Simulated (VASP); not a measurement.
A run of VASP 6.6.1 is set up as follows.

File INCAR:

```
SYSTEM = Al5Si3C3N5
PREC = Accurate ; ENCUT = 520
EDIFF = 1E-7 ; ISMEAR = -1
SIGMA = 0.05 ; LREAL = Auto
LASPH = .True. ; NELM = 100
ALGO = Normal ; ISIF = 2
LWAVE = .False. ; LCHARG = .False.
GGA = PS ; NBANDS = 86
```

Contents of KPOINTS:

```
Automatic mesh
0
Gamma
  1 1 1
  0 0 0
```

The input POSCAR:

```
Al5Si3C3N5
1.0
    6.1989050000      0.0000000000      0.0000000000
    0.0000000000      5.3684090000      0.0000000000
    0.0000000000      0.0000000000     10.0157290000
Si Al N C
6 10 10 6
Direct
    0.2810430000      0.1624060000      0.2584490000
    0.5135030000      0.6778920000      0.7362430000
    0.0131110000      0.3190760000      0.4881860000
    0.0032800000      0.3252320000      0.9846930000
    0.4992050000      0.3584120000      0.4696650000
    0.2306240000      0.8185590000      0.4943550000
    0.2428330000      0.1701700000      0.7401410000
    0.0101210000      0.6752780000      0.2510580000
    0.0076190000      0.6586120000      0.7451790000
    0.7646430000      0.1768190000      0.2499060000
    0.7571880000      0.1914170000      0.7252770000
    0.4810920000      0.6717960000      0.2616690000
    0.4942150000      0.3260310000      0.0045500000
    0.2374730000      0.8082380000      0.9832930000
    0.7588140000      0.8411110000      0.4969140000
    0.7678510000      0.8408650000      0.9971410000
    0.9804740000      0.3452980000      0.1932470000
    0.4815070000      0.3259400000      0.1908200000
    0.4974380000      0.3338440000      0.6876860000
    0.2715190000      0.8623440000      0.6744940000
    0.7704220000      0.8493800000      0.1824930000
    0.2300610000      0.1981050000      0.4502240000
    0.2207640000      0.1622550000      0.9565120000
    0.9711670000      0.6890780000      0.9493800000
    0.7376810000      0.1751810000      0.9345810000
    0.5026860000      0.6792010000      0.9356500000
    0.9869430000      0.3295280000      0.6898890000
    0.2497770000      0.8635730000      0.1919420000
    0.7727750000      0.8324940000      0.6708040000
    0.9929640000      0.6581020000      0.4322450000
    0.7645100000      0.1568790000      0.4390720000
    0.5137660000      0.6642350000      0.4306340000
```

Potentials or basis: VASP PAW PBE potentials, release 64 (Si, Al, N, C).

Launch:

```sh
$ cat potpaw_PBE.64/Si/POTCAR potpaw_PBE.64/Al/POTCAR potpaw_PBE.64/N/POTCAR potpaw_PBE.64/C/POTCAR > POTCAR
$ mpirun -np 1 vasp_gam > vasp.out
```

(1) What does it give for the largest force?

(2) What does it give for the band gap on the k mesh?

(3) Estimate the pressure.

## Answers

(1) 12.141 eV/Å.

(2) 1.63 eV.

(3) 10.5 GPa.

Caveat: the k points lie up to 1.17 Å⁻¹ apart; the PAW data sets were made with another functional, which shifts forces and pressure a little.
